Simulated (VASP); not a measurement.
# NaMgBr3 (Pm-3m) in VASP: further runs, part 2 of 2

VASP 6.6.1. Earlier steps stand in the parts before.

## 5. Single point, PBE (30.91 Å³/atom)

This run uses another cell than the first one, of 30.91 Å³/atom.

INCAR

```
SYSTEM = NaMgBr3
  PREC = Accurate
  ENCUT = 520
  EDIFF = 1E-6
  ISMEAR = 0
  SIGMA = 0.01
  LREAL = .False.
  LASPH = .True.
  NELM = 80
  ALGO = Normal
  ISIF = 2
  LWAVE = .False.
  LCHARG = .True.
  GGA = PE
  LELF = .True.
  LVHAR = .True.
  NBANDS = 23
```

KPOINTS

```
regular mesh
0
Gamma
  4 4 4
  0 0 0
```

POSCAR

```
NaMgBr3
1.0
    5.3665698203      0.0000000000      0.0000000000
    0.0000000000      5.3665698203      0.0000000000
    0.0000000000      0.0000000000      5.3665698203
Na Mg Br
1 1 3
Direct
    0.0000000000      0.0000000000      0.0000000000
    0.5000000000      0.5000000000      0.5000000000
    0.5000000000      0.5000000000      0.0000000000
    0.5000000000      0.0000000000      0.5000000000
    0.0000000000      0.5000000000      0.5000000000
```

Potentials or basis: VASP PAW PBE potentials, release 64 (Na_pv, Mg, Br).

Launch:

```console
$ cat potpaw_PBE.64/Na_pv/POTCAR potpaw_PBE.64/Mg/POTCAR potpaw_PBE.64/Br/POTCAR > POTCAR
$ mpirun -np 1 vasp_std > vasp.out
```

OUTCAR:

```text
SYSTEM = NaMgBr3
   PREC = Accurate
   ENCUT = 520
   EDIFF = 1E-6
   ISMEAR = 0
   LREAL = .False.
   LASPH = .True.
   NELM = 80
   ISIF = 2
   GGA = PE

 ion  position               nearest neighbor table
   1  0.000  0.000  0.000-
   2  0.500  0.500  0.500-   3 2.68   4 2.68   5 2.68   3 2.68   4 2.68   5 2.68
   3  0.500  0.500  0.000-   2 2.68   2 2.68
   4  0.500  0.000  0.500-   2 2.68   2 2.68
   5  0.000  0.500  0.500-   2 2.68   2 2.68

  LATTYP: Found a simple cubic cell.
 ALAT       =     5.3665698203

  Lattice vectors:

 A1 = (   5.3665698203,   0.0000000000,   0.0000000000)
 A2 = (   0.0000000000,   5.3665698203,   0.0000000000)
 A3 = (   0.0000000000,   0.0000000000,   5.3665698203)

Analysis of symmetry for initial positions (statically):
=====================================================================
 Subroutine PRICEL returns:
 Original cell was already a primitive cell.

 Routine SETGRP: Setting up the symmetry group for a
 simple cubic supercell.

 Subroutine GETGRP returns: Found 48 space group operations
 (whereof 48 operations were pure point group operations)
 out of a pool of 48 trial point group operations.

The static configuration has the point symmetry O_h .

Analysis of symmetry for dynamics (positions and initial velocities):
=====================================================================
 Subroutine PRICEL returns:
 Original cell was already a primitive cell.

 Routine SETGRP: Setting up the symmetry group for a
 simple cubic supercell.

 Subroutine GETGRP returns: Found 48 space group operations
 (whereof 48 operations were pure point group operations)
 out of a pool of 48 trial point group operations.

The dynamic configuration has the point symmetry O_h .

 Subroutine INISYM returns: Found 48 space group operations
 (whereof 48 operations are pure point group operations),
 and found     1 'primitive' translations

----------------------------------------------------------------------------------------

                                     Primitive cell

  volume of cell :     154.5576

  direct lattice vectors                    reciprocal lattice vectors
     5.366569820  0.000000000  0.000000000     0.186338766  0.000000000  0.000000000
     0.000000000  5.366569820  0.000000000     0.000000000  0.186338766  0.000000000
     0.000000000  0.000000000  5.366569820     0.000000000  0.000000000  0.186338766

  length of vectors
     5.366569820  5.366569820  5.366569820     0.186338766  0.186338766  0.186338766

  position of ions in fractional coordinates (direct lattice)
     0.000000000  0.000000000  0.000000000
     0.500000000  0.500000000  0.500000000
     0.500000000  0.500000000  0.000000000
     0.500000000  0.000000000  0.500000000
     0.000000000  0.500000000  0.500000000

  ion indices of the primitive-cell ions
   primitive index   ion index
                 1           1
                 2           2
                 3           3
                 4           4
                 5           5

----------------------------------------------------------------------------------------

 KPOINTS: regular mesh

[... 24 lines left out ...]
  0.000000  0.000000  0.000000      1.000000
  0.250000  0.000000  0.000000      6.000000
  0.500000  0.000000  0.000000      3.000000
  0.250000  0.250000  0.000000     12.000000
  0.500000  0.250000  0.000000     12.000000
  0.500000  0.500000  0.000000      3.000000
  0.250000  0.250000  0.250000      8.000000
  0.500000  0.250000  0.250000     12.000000
  0.500000  0.500000  0.250000      6.000000
  0.500000  0.500000  0.500000      1.000000
   k-points           NKPTS =     10   k-points in BZ     NKDIM =     10   number of bands    NBANDS=     23
   number of dos      NEDOS =    301   number of ions     NIONS =      5
   total plane-waves  NPLWV =  64000
   dimension x,y,z NGX =    40 NGY =   40 NGZ =   40
   dimension x,y,z NGXF=    80 NGYF=   80 NGZF=   80
   ions per type =               1   1   3
   NGX,Y,Z   is equivalent  to a cutoff of  12.39, 12.39, 12.39 a.u.
   NGXF,Y,Z  is equivalent  to a cutoff of  24.78, 24.78, 24.78 a.u.
 SYSTEM =  NaMgBr3
   PREC   = accura    normal or accurate (medium, high low for compatibility)
   ISTART =      0    job   : 0-new  1-cont  2-samecut
   ICHARG =      2    charge: 1-file 2-atom 10-const
   ISPIN  =      1    spin polarized calculation?
   LNONCOLLINEAR =      F non collinear calculations
   LSORBIT =      F    spin-orbit coupling
   LASPH  =      T    aspherical Exc in radial PAW
   ENCUT  =  520.0 eV  38.22 Ry    6.18 a.u.   9.98  9.98  9.98*2*pi/ulx,y,z
   NELM   =     80;   NELMIN=  2; NELMDL= -5     # of ELM steps
   EDIFF  = 0.1E-05   stopping-criterion for ELM
   LREAL  =      F    real-space projection
   EDIFFG = 0.1E-04   stopping-criterion for IOM
   NSW    =      0    number of steps for IOM
   IBRION =     -1    ionic relax: 0-MD 1-quasi-New 2-CG
   NFREE  =      0    steps in history (QN), initial steepest desc. (CG)
   ISIF   =      2    stress and relaxation
   ISYM   =      2    0-nonsym 1-usesym 2-fastsym
   POTIM  = 0.5000    time-step for ionic-motion
   TEBEG  =    0.0;   TEEND  =   0.0 temperature during run
   PSTRESS=    0.0 pullay stress
   NELECT =      30.0000    total number of electrons
   NUPDOWN=      -1.0000    fix difference up-down
   EMIN   =  10.00;   EMAX   =-10.00  energy-range for DOS
   EFERMI =   0.00;   METHOD = LEGACY
   ISMEAR =     0;   SIGMA  =   0.01  broadening in eV -4-tet -1-fermi 0-gaus
   EFERMI_NEDOS =   21; number of points for ismear=-14 and -15
   IALGO  =     38    algorithm
   IMIX   =      4    mixing-type and parameters
     AMIX     =   0.40;   BMIX     =  1.00
     AMIX_MAG =   1.60;   BMIX_MAG =  1.00
  volume/ion in A,a.u.               =      30.91       208.60
  Fermi-wavevector in a.u.,A,eV,Ry     =   0.947877  1.791227 12.224427  0.898470
  Thomas-Fermi vector in A             =   2.076012
   LORBIT       =      0    0 simple, 1 ext, 2 COOP (PROOUT), +10 PAW based schemes
   GGA     = PE    functional components
   LHFCALC =     F    Hartree Fock is set to
   AEXX    =    0.0000 exact exchange contribution
   IVDW    =     0    specifies the selected vdW correction
   LEPSILON=     F    determine dielectric tensor
   LRPA    =     F    only Hartree local field effects (RPA)
 non-spin polarized calculation
 Gauss-broadening in eV      SIGMA  =   0.01
  energy-cutoff  :      520.00
  volume of cell :      154.56
 maximum number of plane-waves:      4224
 NGX is ok and might be reduce to    40
   NGX = 19   NGY = 19   NGZ = 19

 number of electron      29.9999961 magnetization

 Free energy of the ion-electron system (eV)
  ---------------------------------------------------
  ext. energy  EPLUGINS =         0.00000000
  ---------------------------------------------------
  free energy    TOTEN  =       -14.59824244 eV

  energy without entropy =      -14.59824244  energy(sigma->0) =      -14.59824244

 E-fermi :  -0.2779     XC(G=0):  -7.5653

 val. band max:       -0.3394023236   @ k =   0.5000   0.5000   0.5000
 cond. band min:       2.2748126120   @ k =   0.0000   0.0000   0.0000
 fundamental gap:      2.6142149356
 Fermi energy:        -0.2779222980

 k-point     1 :       0.0000    0.0000    0.0000
  band No.  band energies     occupation
      1     -23.8937      2.00000
      2     -23.8937      2.00000
      3     -23.8937      2.00000
      4     -14.0300      2.00000
      5     -13.3347      2.00000
      6     -13.3347      2.00000
[... 249 lines left out ...]
     22       8.3272      0.00000
     23       8.9339      0.00000

------------------------ aborting loop because EDIFF is reached ----------------------------------------

  FORCE on cell =-STRESS in cart. coord.  units (eV):
  Direction    XX          YY          ZZ          XY          YZ          ZX
  --------------------------------------------------------------------------------------
  -------------------------------------------------------------------------------------
  Total       -0.7539842     -0.7539842     -0.7539842     -0.0000000     -0.0000000      0.0000000
  in kB       -7.8159631     -7.8159631     -7.8159631     -0.0000000     -0.0000000      0.0000000
  external PRESSURE =      -7.8159631 kB  Pullay stress =       0.0000000 kB

 VOLUME and BASIS-vectors are now :
 -----------------------------------------------------------------------------
  energy-cutoff  :      520.00
  volume of cell :      154.56
      direct lattice vectors                 reciprocal lattice vectors
     5.366569820  0.000000000  0.000000000     0.186338766  0.000000000  0.000000000
     0.000000000  5.366569820  0.000000000     0.000000000  0.186338766  0.000000000
     0.000000000  0.000000000  5.366569820     0.000000000  0.000000000  0.186338766

 POSITION                                       TOTAL-FORCE (eV/Angst)
 -----------------------------------------------------------------------------------
      0.00000      0.00000      0.00000         0.000000      0.000000      0.000000
      2.68328      2.68328      2.68328         0.000000      0.000000      0.000000
      2.68328      2.68328      0.00000         0.000000      0.000000      0.000000
      2.68328      0.00000      2.68328         0.000000      0.000000      0.000000
      0.00000      2.68328      2.68328         0.000000      0.000000      0.000000
 -----------------------------------------------------------------------------------
    total drift:                                0.000000     -0.000000     -0.000000

  FREE ENERGIE OF THE ION-ELECTRON SYSTEM (eV)
  ---------------------------------------------------
  free  energy   TOTEN  =       -14.5982424376 eV

  energy  without entropy=      -14.5982424376  energy(sigma->0) =      -14.59824244
```

stdout:

```text
POSCAR found type information on POSCAR NaMgBr
 POSCAR found :  3 types and       5 ions
 scaLAPACK will be used
 LDA part: xc-table for (Slater+PW92), standard interpolation
 POSCAR, INCAR and KPOINTS ok, starting setup
 FFT: planning ... GRIDC
 FFT: planning ... GRID_SOFT
 FFT: planning ... GRID
 WAVECAR not read
 entering main loop
```

It took 43 s on 1 thread of Intel Xeon Platinum 8488C (Sapphire Rapids), shared host; peak memory 0.24 GiB.

Results:

- Free energy: -14.5982 eV
- Pressure: -0.8 GPa
- Band gap on the k mesh: 2.61 eV (least direct gap 3.12 eV)

## 6. Single point, PBE (31.81 Å³/atom)

This run uses another cell than the first one, of 31.81 Å³/atom.

INCAR

```
PREC     = Accurate       # precision mode
ENCUT    = 520            # plane-wave cutoff, eV
EDIFF    = 1E-6           # SCF threshold, eV
ISMEAR   = 0              # smearing method
SIGMA    = 0.01           # smearing width, eV
LREAL    = F              # projectors in reciprocal space
LASPH    = T              # aspherical terms in the spheres
NELM     = 100            # most SCF steps
ALGO     = Normal         # electronic algorithm
ISIF     = 2              # what is computed and relaxed
LWAVE    = F              # write WAVECAR
LCHARG   = F              # write CHGCAR
GGA      = PE             # functional
NBANDS   = 23             # bands
```

KPOINTS

```
regular mesh
0
Gamma
  4 4 4
```

POSCAR: that of step 5 with these lines changed.

```diff
@@ -2,5 +2,5 @@
 1.0
-    5.3665698203      0.0000000000      0.0000000000
-    0.0000000000      5.3665698203      0.0000000000
-    0.0000000000      0.0000000000      5.3665698203
+    5.4181746189      0.0000000000      0.0000000000
+    0.0000000000      5.4181746189      0.0000000000
+    0.0000000000      0.0000000000      5.4181746189
 Na Mg Br
```

Potentials or basis: VASP PAW PBE potentials, release 64 (Na_pv, Mg, Br).

Launch:

```console
$ cat potpaw_PBE.64/Na_pv/POTCAR potpaw_PBE.64/Mg/POTCAR potpaw_PBE.64/Br/POTCAR > POTCAR
$ mpirun -np 1 vasp_std > vasp.out
```

Run time: 38 s. Hardware: 1 thread of Intel Xeon Platinum 8488C (Sapphire Rapids), shared host; peak memory 0.25 GiB.

Results (log left out):

```
Free energy            : -14.5678 eV
Pressure               : -1.4 GPa
Band gap on the k mesh : 2.50 eV (least direct gap 2.99 eV)
```

Levels at points of the mesh, in eV from the valence-band top:
| k point | band 13 | band 14 | band 15 | band 16 | band 17 | band 18 |
| --- | --- | --- | --- | --- | --- | --- |
| (0.00, 0.00, 0.00) | -0.49 | -0.49 | -0.49 | 2.50 | 3.25 | 7.10 |
| (0.50, 0.00, 0.00) | -0.90 | -0.57 | -0.57 | 4.67 | 4.91 | 5.57 |
| (0.50, 0.50, 0.00) | -1.10 | -1.06 | -0.01 | 5.13 | 6.52 | 6.57 |
| (0.50, 0.50, 0.50) | 0.00 | 0.00 | 0.00 | 3.93 | 5.74 | 5.74 |

A k mesh can miss the band edges.

## 7. Overview

| cell | gap on the mesh (eV) | pressure (GPa) |
| --- | --- | --- |
| a = 5.205 Å, 5 atoms | 2.96 | 1.7 |
| a = 5.260 Å, 5 atoms | 2.85 | 0.8 |
| a = 5.314 Å, 5 atoms | 2.73 | -0.1 |
| a = 5.367 Å, 5 atoms | 2.61 | -0.8 |
| a = 5.418 Å, 5 atoms | 2.50 | -1.4 |

Alike in all rows: task single point; level PBE; potentials or basis VASP PAW PBE potentials, release 64 (Na_pv, Mg, Br); no spin polarisation; k mesh 4 × 4 × 4; cutoff (eV) 520; smearing gaussian 0.01 eV.

Total energies depend on the potentials used, so only differences within one code and one set of settings carry meaning.
